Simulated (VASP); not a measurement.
# Pt (Im-3m) in VASP: single point with PBE

Aim: the single point of Pt with PBE.

Everything below comes from runs of VASP 6.6.1. Logs are shortened: lines on timing, memory, paths and dates and some standing lists are left out, and cuts for length are marked.

### 1 The cell of the first run

It takes space group Im-3m (No. 229, cubic). Conventional cell: a = 3.163 Å, b = 3.163 Å, c = 3.163 Å, α = 90.00°, β = 90.00°, γ = 90.00°. Pt (site symmetry m-3m) has 14 Pt at 2.74 to 3.16 Å within 3.6 Å.

This isn't the form of Pt at room conditions, which is fcc.

### 2 Single point, PBE (15.82 Å³/atom)

Contents of INCAR:

```
SYSTEM = Pt
ALGO = Normal
EDIFF = 1E-6
ENCUT = 500
GGA = PE
GGA_COMPAT = .FALSE.
ISIF = 2
ISMEAR = 0
LASPH = .TRUE.
LCHARG = .FALSE.
LREAL = .FALSE.
LWAVE = .FALSE.
NBANDS = 11
NELM = 120
PREC = Accurate
SIGMA = 0.05
```

Contents of KPOINTS:

```
k-points
0
G
  18 18 18
  0 0 0
```

Contents of POSCAR:

```
Pt
1.0
   -1.5812777863      1.5812777863      1.5812777863
    1.5812777863     -1.5812777863      1.5812777863
    1.5812777863      1.5812777863     -1.5812777863
Pt
1
Direct
    0.0000000000      0.0000000000      0.0000000000
```

Potentials or basis: VASP PAW PBE potentials, release 64 (Pt).

Launch:

```
> cat potpaw_PBE.64/Pt/POTCAR > POTCAR
> mpirun -np 1 vasp_std > vasp.out
```

OUTCAR:

```text
SYSTEM = Pt
   EDIFF = 1E-6
   ENCUT = 500
   GGA = PE
   ISIF = 2
   ISMEAR = 0
   LASPH = .TRUE.
   LREAL = .FALSE.
   NELM = 120
   PREC = Accurate

 ion  position               nearest neighbor table
   1  0.000  0.000  0.000-

  LATTYP: Found a body centered cubic cell.
 ALAT       =     3.1625555726

  Lattice vectors:

 A1 = (  -1.5812777863,   1.5812777863,   1.5812777863)
 A2 = (   1.5812777863,  -1.5812777863,   1.5812777863)
 A3 = (   1.5812777863,   1.5812777863,  -1.5812777863)

Analysis of symmetry for initial positions (statically):
=====================================================================
 Subroutine PRICEL returns:
 Original cell was already a primitive cell.

 Routine SETGRP: Setting up the symmetry group for a
 body centered cubic supercell.

 Subroutine GETGRP returns: Found 48 space group operations
 (whereof 48 operations were pure point group operations)
 out of a pool of 48 trial point group operations.

The static configuration has the point symmetry O_h .

Analysis of symmetry for dynamics (positions and initial velocities):
=====================================================================
 Subroutine PRICEL returns:
 Original cell was already a primitive cell.

 Routine SETGRP: Setting up the symmetry group for a
 body centered cubic supercell.

 Subroutine GETGRP returns: Found 48 space group operations
 (whereof 48 operations were pure point group operations)
 out of a pool of 48 trial point group operations.

The dynamic configuration has the point symmetry O_h .

 Subroutine INISYM returns: Found 48 space group operations
 (whereof 48 operations are pure point group operations),
 and found     1 'primitive' translations

----------------------------------------------------------------------------------------

                                     Primitive cell

  volume of cell :      15.8156

  direct lattice vectors                    reciprocal lattice vectors
    -1.581277786  1.581277786  1.581277786     0.000000000  0.316199977  0.316199977
     1.581277786 -1.581277786  1.581277786     0.316199977  0.000000000  0.316199977
     1.581277786  1.581277786 -1.581277786     0.316199977  0.316199977  0.000000000

  length of vectors
     2.738853467  2.738853467  2.738853467     0.447174296  0.447174296  0.447174296

  position of ions in fractional coordinates (direct lattice)
     0.000000000  0.000000000  0.000000000

  ion indices of the primitive-cell ions
   primitive index   ion index
                 1           1

----------------------------------------------------------------------------------------

 KPOINTS: k-points

Automatic generation of k-mesh.
 Grid dimensions read from file:
 generate k-points for:   18   18   18

 Generating k-lattice:

  Cartesian coordinates                     Fractional coordinates (reciprocal lattice)
     0.000000000  0.017566665  0.017566665     0.055555556  0.000000000  0.000000000
     0.017566665  0.000000000  0.017566665     0.000000000  0.055555556  0.000000000
     0.017566665  0.017566665  0.000000000     0.000000000  0.000000000  0.055555556

  Length of vectors
     0.024843016  0.024843016  0.024843016

  Shift w.r.t. Gamma in fractional coordinates (k-lattice)
     0.000000000  0.000000000  0.000000000

 Subroutine IBZKPT returns following result:
 ===========================================

 Found    195 irreducible k-points:

 Following reciprocal coordinates:
            Coordinates               Weight
  0.000000  0.000000  0.000000      1.000000
  0.055556  0.000000  0.000000     12.000000
  0.111111  0.000000  0.000000     12.000000
  0.166667  0.000000  0.000000     12.000000
  0.222222  0.000000  0.000000     12.000000
  0.277778  0.000000  0.000000     12.000000
[... 16 lines left out ...]
  0.333333  0.111111 -0.000000     48.000000
  0.388889  0.111111 -0.000000     48.000000
 [... further k-points ...]
   k-points           NKPTS =    195   k-points in BZ     NKDIM =    195   number of bands    NBANDS=     11
   number of dos      NEDOS =    301   number of ions     NIONS =      1
   total plane-waves  NPLWV =   8000
   dimension x,y,z NGX =    20 NGY =   20 NGZ =   20
   dimension x,y,z NGXF=    40 NGYF=   40 NGZF=   40
   ions per type =               1
   NGX,Y,Z   is equivalent  to a cutoff of  12.14, 12.14, 12.14 a.u.
   NGXF,Y,Z  is equivalent  to a cutoff of  24.28, 24.28, 24.28 a.u.
 SYSTEM =  Pt
   PREC   = accura    normal or accurate (medium, high low for compatibility)
   ISTART =      0    job   : 0-new  1-cont  2-samecut
   ICHARG =      2    charge: 1-file 2-atom 10-const
   ISPIN  =      1    spin polarized calculation?
   LNONCOLLINEAR =      F non collinear calculations
   LSORBIT =      F    spin-orbit coupling
   LASPH  =      T    aspherical Exc in radial PAW
   ENCUT  =  500.0 eV  36.75 Ry    6.06 a.u.   4.99  4.99  4.99*2*pi/ulx,y,z
   NELM   =    120;   NELMIN=  2; NELMDL= -5     # of ELM steps
   EDIFF  = 0.1E-05   stopping-criterion for ELM
   LREAL  =      F    real-space projection
   EDIFFG = 0.1E-04   stopping-criterion for IOM
   NSW    =      0    number of steps for IOM
   IBRION =     -1    ionic relax: 0-MD 1-quasi-New 2-CG
   NFREE  =      0    steps in history (QN), initial steepest desc. (CG)
   ISIF   =      2    stress and relaxation
   ISYM   =      2    0-nonsym 1-usesym 2-fastsym
   POTIM  = 0.5000    time-step for ionic-motion
   TEBEG  =    0.0;   TEEND  =   0.0 temperature during run
   PSTRESS=    0.0 pullay stress
   NELECT =      10.0000    total number of electrons
   NUPDOWN=      -1.0000    fix difference up-down
   EMIN   =  10.00;   EMAX   =-10.00  energy-range for DOS
   EFERMI =   0.00;   METHOD = LEGACY
   ISMEAR =     0;   SIGMA  =   0.05  broadening in eV -4-tet -1-fermi 0-gaus
   EFERMI_NEDOS =   21; number of points for ismear=-14 and -15
   IALGO  =     38    algorithm
   IMIX   =      4    mixing-type and parameters
     AMIX     =   0.40;   BMIX     =  1.00
     AMIX_MAG =   1.60;   BMIX_MAG =  1.00
  volume/ion in A,a.u.               =      15.82       106.73
  Fermi-wavevector in a.u.,A,eV,Ry     =   1.405120  2.655291 26.862818  1.974361
  Thomas-Fermi vector in A             =   2.527613
   LORBIT       =      0    0 simple, 1 ext, 2 COOP (PROOUT), +10 PAW based schemes
   GGA     = PE    functional components
   LHFCALC =     F    Hartree Fock is set to
   AEXX    =    0.0000 exact exchange contribution
   IVDW    =     0    specifies the selected vdW correction
   LEPSILON=     F    determine dielectric tensor
   LRPA    =     F    only Hartree local field effects (RPA)
 non-spin polarized calculation
 Gauss-broadening in eV      SIGMA  =   0.05
  energy-cutoff  :      500.00
  volume of cell :       15.82
 maximum number of plane-waves:       418
   NGX =  9   NGY =  9   NGZ =  9

 number of electron      10.0000000 magnetization

 number of electron       9.9999999 magnetization

 Free energy of the ion-electron system (eV)
  ---------------------------------------------------
  ext. energy  EPLUGINS =         0.00000000
  ---------------------------------------------------
  free energy    TOTEN  =        -6.00758245 eV

  energy without entropy =       -6.00689595  energy(sigma->0) =       -6.00723920

 E-fermi :  10.2205     XC(G=0): -13.1987

 val. band max:       10.2054602766   @ k =  -0.3889   0.3889   0.2222
 cond. band min:      10.2316288630   @ k =  -0.3889   0.5000   0.0556
 fundamental gap:      0.0261685864
 Fermi energy:        10.2205280831

 k-point     1 :       0.0000    0.0000    0.0000
  band No.  band energies     occupation
      1       0.6957      2.00000
      2       6.7047      2.00000
      3       6.7047      2.00000
      4       6.7047      2.00000
      5       9.1840      2.00000
      6       9.1840      2.00000
      7      27.2815      0.00000
      8      27.2815      0.00000
      9      27.2815      0.00000
     10      37.3044      0.00000
     11      37.3056      0.00000

 k-point     2 :       0.0556    0.0000    0.0000
  band No.  band energies     occupation
      1       0.8216      2.00000
      2       6.6553      2.00000
      3       6.7049      2.00000
      4       6.8049      2.00000
      5       9.1194      2.00000
      6       9.1872      2.00000
      7      27.3421      0.00000
      8      27.3848      0.00000
      9      27.4661      0.00000
     10      35.4236      0.00000
     11      35.9534      0.00000

 k-point     3 :       0.1111    0.0000    0.0000
  band No.  band energies     occupation
      1       1.1888      2.00000
      2       6.5160      2.00000
      3       6.6983      2.00000
      4       7.1012      2.00000
      5       8.9643      2.00000
      6       9.1985      2.00000
      7      27.4382      0.00000
      8      27.5329      0.00000
      9      28.0067      0.00000
     10      33.7943      0.00000
     11      34.1019      0.00000

 k-point     4 :       0.1667    0.0000    0.0000
  band No.  band energies     occupation
      1       1.7608      2.00000
      2       6.3102      2.00000
      3       6.6769      2.00000
      4       7.5793      2.00000
      5       8.8115      2.00000
      6       9.2218      2.00000
      7      27.1559      0.00000
      8      27.2979      0.00000
      9      28.8657      0.00000
     10      32.7453      0.00000
     11      32.9081      0.00000
[... 239 lines left out ...]
 k-point    22 :       0.2778    0.1111    0.0000
  band No.  band energies     occupation
      1       3.8396      2.00000
      2       5.6779      2.00000
      3       6.9151      2.00000
      4       8.7695      2.00000
      5       9.4882      2.00000
      6      10.4602      0.00000
      7      21.1783      0.00000
      8      24.7408      0.00000
      9      27.2933      0.00000
     10      31.6633      0.00000
     11      35.2108      0.00000

 k-point    23 :       0.3333    0.1111   -0.0000
  band No.  band energies     occupation
      1       3.9593      2.00000
      2       5.5173      2.00000
      3       7.6372      2.00000
      4       8.9327      2.00000
      5       9.6129      2.00000
      6      11.4257      0.00000
      7      18.9882      0.00000
      8      24.0009      0.00000
      9      26.2555      0.00000
     10      32.7680      0.00000
     11      35.0584      0.00000

 k-point    24 :       0.3889    0.1111   -0.0000
  band No.  band energies     occupation
      1       3.9509      2.00000
      2       5.4177      2.00000
      3       8.2623      2.00000
      4       8.9896      2.00000
      5       9.8867      2.00000
      6      12.3496      0.00000
      7      17.1537      0.00000
      8      23.5023      0.00000
      9      25.5265      0.00000
     10      33.6020      0.00000
     11      34.5804      0.00000

 [... further k-points ...]

------------------------ aborting loop because EDIFF is reached ----------------------------------------

  FORCE on cell =-STRESS in cart. coord.  units (eV):
  Direction    XX          YY          ZZ          XY          YZ          ZX
  --------------------------------------------------------------------------------------
  -------------------------------------------------------------------------------------
  Total       -0.0436388     -0.0436388     -0.0436388     -0.0000000      0.0000000      0.0000000
  in kB       -4.4207833     -4.4207833     -4.4207833     -0.0000000      0.0000000      0.0000000
  external PRESSURE =      -4.4207833 kB  Pullay stress =       0.0000000 kB

 VOLUME and BASIS-vectors are now :
 -----------------------------------------------------------------------------
  energy-cutoff  :      500.00
  volume of cell :       15.82
      direct lattice vectors                 reciprocal lattice vectors
    -1.581277786  1.581277786  1.581277786     0.000000000  0.316199977  0.316199977
     1.581277786 -1.581277786  1.581277786     0.316199977  0.000000000  0.316199977
     1.581277786  1.581277786 -1.581277786     0.316199977  0.316199977  0.000000000

 POSITION                                       TOTAL-FORCE (eV/Angst)
 -----------------------------------------------------------------------------------
      0.00000      0.00000      0.00000        -0.000000      0.000000     -0.000000
 -----------------------------------------------------------------------------------
    total drift:                               -0.000000     -0.000000      0.000000

  FREE ENERGIE OF THE ION-ELECTRON SYSTEM (eV)
  ---------------------------------------------------
  free  energy   TOTEN  =        -6.0075824519 eV

  energy  without entropy=       -6.0068959506  energy(sigma->0) =       -6.00723920
```

It took 30 s on 1 thread of AMD EPYC 7R43 (Zen 3), shared host; peak memory 0.11 GiB.

What came out:

```yaml
Free_energy: -6.0076 eV
Pressure: -0.4 GPa
Band_gap_on_the_k_mesh: zero (bands 5 and 6 overlap by 2.14 eV)
```

Caveat: spin-orbit coupling is left out, which moves the levels of the heavy elements.

The gap in the log of VASP goes by the Fermi energy; the results here count the filled bands.